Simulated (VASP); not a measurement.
# ReOBr4 in VASP: single point with PBE

Aim: the single point of ReOBr4 with PBE.

Program: VASP 6.6.1. These are calculated values, not measurements. Logs are shortened: lines on timing, memory, paths and dates and some standing lists are left out, and cuts for length are marked.

### Step 1. The cell of the first run

The cell holds a molecule in a box, 6 atoms: a = 13.760 Å, b = 13.760 Å, c = 11.320 Å, α = 90.00°, β = 90.00°, γ = 90.00°.

### Step 2. Single point, PBE, collinear spin

INCAR reads:

```
SYSTEM = ReBr4O
ALGO     = Normal         ! electronic algorithm
EDIFF    = 1E-7           ! SCF threshold, eV
ENCUT    = 520            ! plane-wave cutoff, eV
GGA      = PE             ! functional
ISIF     = 2              ! what is computed and relaxed
ISMEAR   = 0              ! smearing method
ISPIN    = 2              ! spin polarisation
LASPH    = .TRUE.         ! aspherical terms in the spheres
LCHARG   = .FALSE.        ! write CHGCAR
LMAXMIX  = 4              ! l up to which the mixer works
LORBIT   = 11             ! projections on sites
LREAL    = .FALSE.        ! projectors in reciprocal space
LWAVE    = .FALSE.        ! write WAVECAR
MAGMOM   = 1 0 0 0 0 0    ! initial moments
NBANDS   = 34             ! bands
NELM     = 150            ! most SCF steps
PREC     = Accurate       ! precision mode
SIGMA    = 0.01           ! smearing width, eV
```

KPOINTS reads:

```
k-points
0
G
  1 1 1
  0 0 0
```

POSCAR reads:

```
ReBr4O
1.0
   13.7600000000      0.0000000000      0.0000000000
    0.0000000000     13.7600000000      0.0000000000
    0.0000000000      0.0000000000     11.3200000000
Re O Br
1 1 4
Direct
    0.4999941900      0.4999941900      0.4555353400
    0.4999941900      0.4999941900      0.6027005300
    0.6729527600      0.4999941900      0.3975265000
    0.4999941900      0.6729527600      0.3975265000
    0.3270348800      0.4999941900      0.3975265000
    0.4999941900      0.3270348800      0.3975265000
```

Potentials or basis: VASP PAW PBE potentials, release 64 (Re, O, Br).

Started as:

```bash
> cat potpaw_PBE.64/Re/POTCAR potpaw_PBE.64/O/POTCAR potpaw_PBE.64/Br/POTCAR > POTCAR
> mpirun -np 1 vasp_gam > vasp.out
```

OUTCAR:

```text
SYSTEM = ReBr4O
   EDIFF = 1E-7
   ENCUT = 520
   GGA = PE
   ISIF = 2
   ISMEAR = 0
   ISPIN = 2
   LASPH = .TRUE.
   LORBIT = 11
   LREAL = .FALSE.
   NELM = 150
   PREC = Accurate

 ion  position               nearest neighbor table
   1  0.500  0.500  0.456-   2 1.67   3 2.47   4 2.47   5 2.47   6 2.47
   2  0.500  0.500  0.603-   1 1.67
   3  0.673  0.500  0.398-   1 2.47
   4  0.500  0.673  0.398-   1 2.47
   5  0.327  0.500  0.398-   1 2.47
   6  0.500  0.327  0.398-   1 2.47

  LATTYP: Found a simple tetragonal cell.
 ALAT       =    13.7600000000
 C/A-ratio  =     0.8226744186

  Lattice vectors:

 A1 = (  13.7600000000,   0.0000000000,   0.0000000000)
 A2 = (   0.0000000000,  13.7600000000,   0.0000000000)
 A3 = (   0.0000000000,   0.0000000000,  11.3200000000)

Analysis of symmetry for initial positions (statically):
=====================================================================
 Subroutine PRICEL returns:
 Original cell was already a primitive cell.

 Routine SETGRP: Setting up the symmetry group for a
 simple tetragonal supercell.

 Subroutine GETGRP returns: Found  8 space group operations
 (whereof  2 operations were pure point group operations)
 out of a pool of 16 trial point group operations.

The static configuration has the point symmetry C_1h.
 The point group associated with its full space group is C_4v.

Analysis of symmetry for dynamics (positions and initial velocities):
=====================================================================
 Subroutine PRICEL returns:
 Original cell was already a primitive cell.

 Routine SETGRP: Setting up the symmetry group for a
 simple tetragonal supercell.

 Subroutine GETGRP returns: Found  8 space group operations
 (whereof  2 operations were pure point group operations)
 out of a pool of 16 trial point group operations.

The dynamic configuration has the point symmetry C_1h.
 The point group associated with its full space group is C_4v.

Analysis of structural, dynamic, and magnetic symmetry:
=====================================================================
 Subroutine PRICEL returns:
 Original cell was already a primitive cell.

 Routine SETGRP: Setting up the symmetry group for a
 simple tetragonal supercell.

 Subroutine GETGRP returns: Found  8 space group operations
 (whereof  2 operations were pure point group operations)
 out of a pool of 16 trial point group operations.

The overall configuration has the point symmetry C_1h.
 The point group associated with its full space group is C_4v.

 Subroutine INISYM returns: Found  8 space group operations
 (whereof  2 operations are pure point group operations),
 and found     1 'primitive' translations

----------------------------------------------------------------------------------------

                                     Primitive cell

  volume of cell :    2143.3016

  direct lattice vectors                    reciprocal lattice vectors
    13.760000000  0.000000000  0.000000000     0.072674419  0.000000000  0.000000000
     0.000000000 13.760000000  0.000000000     0.000000000  0.072674419  0.000000000
     0.000000000  0.000000000 11.320000000     0.000000000  0.000000000  0.088339223

  length of vectors
    13.760000000 13.760000000 11.320000000     0.072674419  0.072674419  0.088339223

  position of ions in fractional coordinates (direct lattice)
     0.499994190  0.499994190  0.455535340
     0.499994190  0.499994190  0.602700530
     0.672952760  0.499994190  0.397526500
     0.499994190  0.672952760  0.397526500
     0.327034880  0.499994190  0.397526500
     0.499994190  0.327034880  0.397526500

  ion indices of the primitive-cell ions
   primitive index   ion index
                 1           1
                 2           2
                 3           3
                 4           4
                 5           5
                 6           6

----------------------------------------------------------------------------------------

 KPOINTS: k-points

Automatic generation of k-mesh.
 Grid dimensions read from file:
 generate k-points for:    1    1    1

 Generating k-lattice:

  Cartesian coordinates                     Fractional coordinates (reciprocal lattice)
     0.072674419  0.000000000  0.000000000     1.000000000  0.000000000  0.000000000
     0.000000000  0.072674419  0.000000000     0.000000000  1.000000000  0.000000000
     0.000000000  0.000000000  0.088339223     0.000000000  0.000000000  1.000000000

  Length of vectors
     0.072674419  0.072674419  0.088339223

  Shift w.r.t. Gamma in fractional coordinates (k-lattice)
     0.000000000  0.000000000  0.000000000

 Subroutine IBZKPT returns following result:
 ===========================================

 Found      1 irreducible k-points:

 Following reciprocal coordinates:
            Coordinates               Weight
  0.000000  0.000000  0.000000      1.000000
   k-points           NKPTS =      1   k-points in BZ     NKDIM =      1   number of bands    NBANDS=     34
   number of dos      NEDOS =    301   number of ions     NIONS =      6
   total plane-waves  NPLWV = 979776
   dimension x,y,z NGX =   108 NGY =  108 NGZ =   84
   dimension x,y,z NGXF=   216 NGYF=  216 NGZF=  168
   ions per type =               1   1   4
   NGX,Y,Z   is equivalent  to a cutoff of  13.05, 13.05, 12.34 a.u.
   NGXF,Y,Z  is equivalent  to a cutoff of  26.10, 26.10, 24.67 a.u.
 SYSTEM =  ReBr4O
   PREC   = accura    normal or accurate (medium, high low for compatibility)
   ISTART =      0    job   : 0-new  1-cont  2-samecut
   ICHARG =      2    charge: 1-file 2-atom 10-const
   ISPIN  =      2    spin polarized calculation?
   LNONCOLLINEAR =      F non collinear calculations
   LSORBIT =      F    spin-orbit coupling
   LASPH  =      T    aspherical Exc in radial PAW
   ENCUT  =  520.0 eV  38.22 Ry    6.18 a.u.  25.58 25.58 21.05*2*pi/ulx,y,z
   NELM   =    150;   NELMIN=  2; NELMDL= -5     # of ELM steps
   EDIFF  = 0.1E-06   stopping-criterion for ELM
   LREAL  =      F    real-space projection
   EDIFFG = 0.1E-05   stopping-criterion for IOM
   NSW    =      0    number of steps for IOM
   IBRION =     -1    ionic relax: 0-MD 1-quasi-New 2-CG
   NFREE  =      0    steps in history (QN), initial steepest desc. (CG)
   ISIF   =      2    stress and relaxation
   ISYM   =      2    0-nonsym 1-usesym 2-fastsym
   POTIM  = 0.5000    time-step for ionic-motion
   TEBEG  =    0.0;   TEEND  =   0.0 temperature during run
   PSTRESS=    0.0 pullay stress
   NELECT =      41.0000    total number of electrons
   NUPDOWN=      -1.0000    fix difference up-down
   EMIN   =  10.00;   EMAX   =-10.00  energy-range for DOS
   EFERMI =   0.00;   METHOD = LEGACY
   ISMEAR =     0;   SIGMA  =   0.01  broadening in eV -4-tet -1-fermi 0-gaus
   EFERMI_NEDOS =   21; number of points for ismear=-14 and -15
   IALGO  =     38    algorithm
   IMIX   =      4    mixing-type and parameters
     AMIX     =   0.40;   BMIX     =  1.00
     AMIX_MAG =   1.60;   BMIX_MAG =  1.00
  volume/ion in A,a.u.               =     357.22      2410.62
  Fermi-wavevector in a.u.,A,eV,Ry     =   0.437833  0.827384  2.608204  0.191698
  Thomas-Fermi vector in A             =   1.410938
   LORBIT       =     11    0 simple, 1 ext, 2 COOP (PROOUT), +10 PAW based schemes
   GGA     = PE    functional components
   LHFCALC =     F    Hartree Fock is set to
   AEXX    =    0.0000 exact exchange contribution
   IVDW    =     0    specifies the selected vdW correction
   LEPSILON=     F    determine dielectric tensor
   LRPA    =     F    only Hartree local field effects (RPA)
 spin polarized calculation
 Gauss-broadening in eV      SIGMA  =   0.01
  energy-cutoff  :      520.00
  volume of cell :     2143.30
 maximum number of plane-waves:     28828
 NGX is ok and might be reduce to   108
   NGX = 51   NGY = 51   NGZ = 43

 number of electron      41.0000003 magnetization       1.0000000

 Free energy of the ion-electron system (eV)
  ---------------------------------------------------
  ext. energy  EPLUGINS =         0.00000000
  ---------------------------------------------------
  free energy    TOTEN  =       -27.20636467 eV

  energy without entropy =      -27.20636467  energy(sigma->0) =      -27.20636467

 E-fermi :  -5.9624     XC(G=0):  -1.1581

 val. band max:       -6.0206708392   @ k =   0.0000   0.0000   0.0000
 cond. band min:      -5.2511837180   @ k =   0.0000   0.0000   0.0000
 fundamental gap:      0.7694871212
 Fermi energy:        -5.9623603530

 spin component 1

 k-point     1 :       0.0000    0.0000    0.0000
  band No.  band energies     occupation
      1     -25.0454      1.00000
      2     -20.2371      1.00000
      3     -19.7526      1.00000
      4     -19.7526      1.00000
      5     -19.6618      1.00000
      6     -11.5799      1.00000
[... 24 lines left out ...]
     31       0.8107      0.00000
     32       1.0630      0.00000
 Fermi energy:        -5.9623603530

 spin component 2

 k-point     1 :       0.0000    0.0000    0.0000
  band No.  band energies     occupation
      1     -25.0966      1.00000
      2     -20.1812      1.00000
      3     -19.7051      1.00000
      4     -19.7051      1.00000
      5     -19.6133      1.00000
      6     -11.5261      1.00000
[... 24 lines left out ...]
     31       0.8160      0.00000
     32       1.0726      0.00000
 [bands above 32 left out]

------------------------ aborting loop because EDIFF is reached ----------------------------------------

  FORCE on cell =-STRESS in cart. coord.  units (eV):
  Direction    XX          YY          ZZ          XY          YZ          ZX
  --------------------------------------------------------------------------------------
  -------------------------------------------------------------------------------------
  Total       -1.6844074     -1.6844074      2.0203372      0.0000000     -0.0000000      0.0000000
  in kB       -1.2591412     -1.2591412      1.5102580      0.0000000     -0.0000000      0.0000000
  external PRESSURE =      -0.3360081 kB  Pullay stress =       0.0000000 kB

 VOLUME and BASIS-vectors are now :
 -----------------------------------------------------------------------------
  energy-cutoff  :      520.00
  volume of cell :     2143.30
      direct lattice vectors                 reciprocal lattice vectors
    13.760000000  0.000000000  0.000000000     0.072674419  0.000000000  0.000000000
     0.000000000 13.760000000  0.000000000     0.000000000  0.072674419  0.000000000
     0.000000000  0.000000000 11.320000000     0.000000000  0.000000000  0.088339223

 POSITION                                       TOTAL-FORCE (eV/Angst)
 -----------------------------------------------------------------------------------
      6.87992      6.87992      5.15666         0.000000      0.000000     -1.650360
      6.87992      6.87992      6.82257         0.000000      0.000000      1.353217
      9.25983      6.87992      4.50000        -0.345751      0.000000      0.074286
      6.87992      9.25983      4.50000        -0.000000     -0.345751      0.074286
      4.50000      6.87992      4.50000         0.345751      0.000000      0.074286
      6.87992      4.50000      4.50000        -0.000000      0.345751      0.074286
 -----------------------------------------------------------------------------------
    total drift:                                0.006286      0.006286      0.000440

  FREE ENERGIE OF THE ION-ELECTRON SYSTEM (eV)
  ---------------------------------------------------
  free  energy   TOTEN  =       -27.2063646724 eV

  energy  without entropy=      -27.2063646724  energy(sigma->0) =      -27.20636467

 total charge

# of ion       s       p       d       tot
------------------------------------------
    1        0.612   0.662   4.760   6.034
    2        1.610   3.323   0.000   4.933
    3        1.619   3.196   0.022   4.837
    4        1.619   3.196   0.022   4.837
    5        1.619   3.196   0.022   4.837
    6        1.619   3.196   0.022   4.837
--------------------------------------------------
tot          8.696  16.770   4.848  30.314

 magnetization (x)

# of ion       s       p       d       tot
------------------------------------------
    1        0.011   0.006   0.701   0.717
    2       -0.000  -0.036   0.000  -0.036
    3        0.002   0.041   0.002   0.044
    4        0.002   0.041   0.002   0.044
    5        0.002   0.041   0.002   0.044
    6        0.002   0.041   0.002   0.044
--------------------------------------------------
tot          0.016   0.135   0.707   0.858
```

Run time: 7.2 min. Hardware: 1 thread of Intel Xeon 6975P-C (Granite Rapids), shared host; peak memory 2.3 GiB.

What came out:

- Free energy: -27.2064 eV
- Largest force: 1.650 eV/Å
- Gap between the frontier levels: 0.77 eV
- Net moment: 1.00 μB per cell
- Site moments: Re +0.72; O -0.04; Br +0.04 μB
- Valence electrons inside the program's atomic spheres: Re 6.03; O 4.93; Br 4.84

Forces on the atoms (eV/Å):
```
Re   0.000  0.000 -1.650
O    0.000  0.000  1.353
Br  -0.346  0.000  0.074
Br   0.000 -0.346  0.074
Br   0.346  0.000  0.074
Br   0.000  0.346  0.074
```

Levels at points of the mesh, in eV from the valence-band top:
Spin up:
| k point | band 17 | band 18 | band 19 | band 20 | band 21 | band 22 | band 23 | band 24 | band 25 | band 26 |
| --- | --- | --- | --- | --- | --- | --- | --- | --- | --- | --- |
| (0.00, 0.00, 0.00) | -0.99 | -0.99 | -0.96 | -0.27 | 0.00 | 1.72 | 1.72 | 2.86 | 2.93 | 5.34 |
Spin down:
```csv
k point,band 18,band 19,band 20,band 21,band 22,band 23
"(0.00, 0.00, 0.00)",-0.87,-0.87,-0.13,0.77,1.93,1.93
```

Caveat: spin-orbit coupling is left out, which moves the levels of the heavy elements.
